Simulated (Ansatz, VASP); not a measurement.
# CuSn3 in VASP and in Ansatz

```
CELL_PARAMETERS angstrom
-2.30912 2.30912 4.22603
2.30912 -2.30912 4.22603
2.30912 2.30912 -4.22603
ATOMIC_POSITIONS crystal
Cu 0.00000 0.00000 0.00000
Sn 0.75000 0.25000 0.50000
Sn 0.25000 0.75000 0.50000
Sn 0.50000 0.50000 0.00000
```

Alike in both runs: functional PBEsol; k mesh 14 × 14 × 14; occupations gaussian, width 0.1 eV; no spin polarisation.

Ansatz relaxed the structure, and its values are those at the end. VASP's run is a single point on that final structure, the one shown.

```csv
,VASP,Ansatz
version,VASP 6.6.1,Ansatz 0.2.0
potentials or method,"VASP PAW PBE potentials, release 64 (Cu, Sn_d), cutoff 520 eV","scalar-relativistic, plane waves, PAW"
valence electrons in the cell,53,61
```

|  | VASP | Ansatz | Ansatz less VASP |
| --- | --- | --- | --- |
| gap on the k mesh at the Fermi level (eV) | none | none | - |
| pressure (GPa) | -0.1 | 0.0 | +0.05 |

VASP's potentials were made for PBE, not for PBEsol. A gap of «none» marks a metal or a gap that the smearing closes. VASP's potentials hold 53 valence electrons a cell and Ansatz's 61, so a difference there can come from the potentials and not from the codes.
